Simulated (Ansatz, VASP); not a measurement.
**One calculation of Tl2H, two programs**

```
Tl H
1.0
     0.00000    5.13871    5.13871
     5.13871    0.00000    5.13871
     5.13871    5.13871    0.00000
Tl H
4 2
Cartesian
  6.4234 6.4234 6.4234
  6.4234 3.8540 3.8540
  3.8540 3.8540 6.4234
  3.8540 6.4234 3.8540
  5.1387 5.1387 5.1387
  7.7081 7.7081 7.7081
```

Alike in both runs: functional PBE; k mesh 4 × 4 × 4; occupations gaussian, width 0.1 eV; no spin polarisation.

Ansatz relaxed the structure, and its values are those at the end. VASP's run is a single point on that final structure, the one shown.

|  | VASP | Ansatz |
| --- | --- | --- |
| version | VASP 6.6.1 | Ansatz 0.2.0 |
| potentials or method | VASP PAW PBE potentials, release 64 (Tl_d, H), cutoff 520 eV | scalar-relativistic, plane waves, PAW |
| valence electrons in the cell | 54 | 54 |

VASP gave:

```
gap on the k mesh at the Fermi level (eV) : none
pressure (GPa)                            : 0.2
```

Task: What did Ansatz give for the same quantities?

Result: gap on the k mesh at the Fermi level (eV): none; pressure (GPa): 0.3.

A gap of «none» marks a metal or a gap that the smearing closes.

Spin-orbit coupling is off throughout.
